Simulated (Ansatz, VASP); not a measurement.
**One calculation of Cu, two programs**

```
Cu
1.0
    -1.44414    1.44414    1.36265
     1.44414   -1.44414    1.36265
     1.44414    1.44414   -1.36265
Cu
1
Direct
  0.00000 0.00000 0.00000
```

Alike in both runs: task electric field gradients; functional PBEsol; k mesh 24 × 24 × 24; occupations fermi-dirac, width 0.15 eV; no spin polarisation.

```csv
,VASP,Ansatz
version,VASP 6.6.1,Ansatz 0.2.0
potentials or method,"VASP PAW PBE potentials, release 64 (Cu), cutoff 520 eV","scalar-relativistic, plane waves, PAW"
valence electrons in the cell,11,19
```

Ansatz gave:

```
gap on the k mesh at the Fermi level (eV)            : none
pressure (GPa)                                       : 0.0
size of Vzz on the site where it differs most (V/Å²) : 1.1
```

Q: Estimate VASP's values.

A: gap on the k mesh at the Fermi level (eV): none; pressure (GPa): 0.7; size of Vzz on the site where it differs most (V/Å²): 1.0.

VASP's potentials were made for PBE, not for PBEsol. A gap of «none» marks a metal or a gap that the smearing closes. VASP's potentials hold 11 valence electrons a cell and Ansatz's 19, so a difference there can come from the potentials and not from the codes.
